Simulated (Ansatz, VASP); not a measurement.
# Ta5C: VASP beside Ansatz

```
CELL_PARAMETERS angstrom
3.80788 0.00000 0.00000
0.00000 3.80788 0.00000
0.00000 0.00000 7.53142
ATOMIC_POSITIONS crystal
Ta 0.50000 0.50000 0.00000
Ta 0.00000 0.50000 0.69338
Ta 0.50000 0.00000 0.69338
Ta 0.00000 0.50000 0.30662
Ta 0.50000 0.00000 0.30662
C 0.50000 0.50000 0.50000
```

Alike in both runs: task relaxation of cell and atoms; functional PBE; k mesh 10 × 10 × 6; occupations gaussian, width 0.1 eV; no spin polarisation.

```csv
,VASP,Ansatz
version,VASP 6.6.1,Ansatz 0.2.0
potentials or method,"VASP PAW PBE potentials, release 64 (Ta_pv, C), cutoff 600 eV","scalar-relativistic, plane waves, PAW"
valence electrons in the cell,59,69
```

```tsv
	VASP	Ansatz	Ansatz less VASP
gap on the k mesh at the Fermi level, each at its own relaxed structure (eV)	none	none	-
relaxed volume (Å³/atom)	18.21	18.20	-0.016
relaxed cell length with the largest relative difference (Å)	3.821	3.818	-0.0023
```

A gap of «none» marks a metal or a gap that the smearing closes. VASP's potentials hold 59 valence electrons a cell and Ansatz's 69, so a difference there can come from the potentials and not from the codes.

Spin-orbit coupling is off throughout.
